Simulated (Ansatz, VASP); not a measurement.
**Two plane-wave programs on Si**

```
Si
1.0
     0.00000    2.70187    2.80211
     2.70187    0.00000    2.80211
     2.70187    2.70187    0.00000
Si
2
Direct
  0.50000 0.50000 0.50000
  0.75000 0.75000 0.75000
```

Alike in both runs: task single point; functional PBE; k mesh 10 × 10 × 10; occupations gaussian, width 0.05 eV; no spin polarisation.

```csv
,VASP,Ansatz
version,VASP 6.6.1,Ansatz 0.2.0
potentials or method,"VASP PAW PBE potentials, release 64 (Si), cutoff 520 eV","scalar-relativistic, plane waves, PAW"
valence electrons in the cell,8,8
```

VASP gave:

| Item | Value |
| --- | --- |
| gap on the k mesh at the Fermi level (eV) | 0.42 |
| least direct gap on the mesh (eV) | 2.42 |
| pressure (GPa) | -0.1 |
| traceless stress, the component that is largest in VASP (GPa) | -2.48 |

Question: What did Ansatz give for the same quantities?

Answer: gap on the k mesh at the Fermi level (eV): 0.42; least direct gap on the mesh (eV): 2.41; pressure (GPa): 0.0; traceless stress, the component that is largest in VASP (GPa): -2.47.
